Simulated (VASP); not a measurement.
A run of VASP 6.6.1 is set up as follows.

The input INCAR:

```
PREC = Accurate ; ENCUT = 520
EDIFF = 1E-7 ; ISMEAR = 0
SIGMA = 0.1 ; LREAL = F
LASPH = T ; NELM = 100
ALGO = Normal ; ISIF = 2
LWAVE = F ; LCHARG = T
GGA = PE ; LELF = T
LVHAR = T ; NBANDS = 14
```

KPOINTS

```
Automatic mesh
0
Gamma
  20 20 20
```

Contents of POSCAR:

```
HfB
1.0
    0.0000000000      2.4170433172      2.4170433172
    2.4170433172      0.0000000000      2.4170433172
    2.4170433172      2.4170433172      0.0000000000
Hf B
1 1
Direct
    0.5000000000      0.5000000000      0.5000000000
    0.0000000000      0.0000000000      0.0000000000
```

Potentials or basis: VASP PAW PBE potentials, release 64 (Hf_pv, B).

Run with:

```sh
$ cat potpaw_PBE.64/Hf_pv/POTCAR potpaw_PBE.64/B/POTCAR > POTCAR
$ mpirun -np 1 vasp_std > vasp.out
```

Question: What does it give for the pressure?

Answer: 0.1 GPa.
